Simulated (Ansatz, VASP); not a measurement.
# One calculation of Ti, two programs

Contents of POSCAR:

```
Ti
1.0
    2.8405558507     -0.0000000284     -0.0004019589
   -0.0000000284      2.8405558507     -0.0004019589
    1.4199789816      1.4199789816      2.1245350671
Ti
1
Direct
    0.0000000000      0.0000000000      0.0000000000
```

The input INCAR.step1:

```
ALGO = Normal
EDIFF = 1E-4
ENCUT = 520
GGA = PE
ISMEAR = 0
LASPH = True
LCHARG = False
LREAL = False
LWAVE = True
NBANDS = 12
NELM = 80
PREC = Accurate
SIGMA = 0.1
```

File INCAR.step2:

```
ALGO = Normal
EDIFF = 1E-6
ENCUT = 520
ISIF = 2
ISMEAR = 0
ISTART = 1
LASPH = True
LCHARG = True
LELF = True
LMIXTAU = True
LREAL = False
LVHAR = True
LWAVE = False
METAGGA = R2SCAN
NBANDS = 12
NELM = 80
PREC = Accurate
SIGMA = 0.1
```

The input KPOINTS:

```
k-points
0
Gamma
  12 12 16
```

Input for Ansatz:

```yaml
crystal:
  lattice:
    - [2.8405558507, -2.84e-08, -0.0004019589]
    - [-2.84e-08, 2.8405558507, -0.0004019589]
    - [1.4199789816, 1.4199789816, 2.1245350671]
  atoms:
    - { symbol: Ti, position: [0.0, 0.0, 0.0] }
basis:
  ecutwfc: 500
kpoints:
  mp_grid: { grid: [12, 12, 16] }
hamiltonian:
  xc: r2scan
scf:
  occupations: { method: gaussian, width: 0.1 }
output:
  forces: true
  stress: true
  eigenvalues: true
  write_density: true
  write_potential: true
  elf: true
  volumetric_format: npy
```

Change from the starting cell: band edges of the strained film's bulk.

Alike in both runs: task single point; functional r2SCAN; k mesh 12 × 12 × 16; occupations gaussian, width 0.1 eV; no spin polarisation.

|  | VASP | Ansatz |
| --- | --- | --- |
| version | VASP 6.6.1 | Ansatz 0.2.0 |
| potentials or method | VASP PAW PBE potentials, release 64 (Ti_sv), cutoff 520 eV | scalar-relativistic, plane waves, PAW |
| valence electrons in the cell | 12 | 12 |

VASP gave:

```
gap on the k mesh at the Fermi level (eV)                     : none
pressure (GPa)                                                : 1.7
traceless stress, the component that is largest in VASP (GPa) : -1.34
```

Estimate Ansatz's values.

gap on the k mesh at the Fermi level (eV): none; pressure (GPa): 1.3; traceless stress, the component that is largest in VASP (GPa): -1.33.

VASP's potentials were made for PBE, not for r2SCAN. A gap of «none» marks a metal or a gap that the smearing closes. With one functional, cell and mesh, what is left measures potentials, basis and numerics.
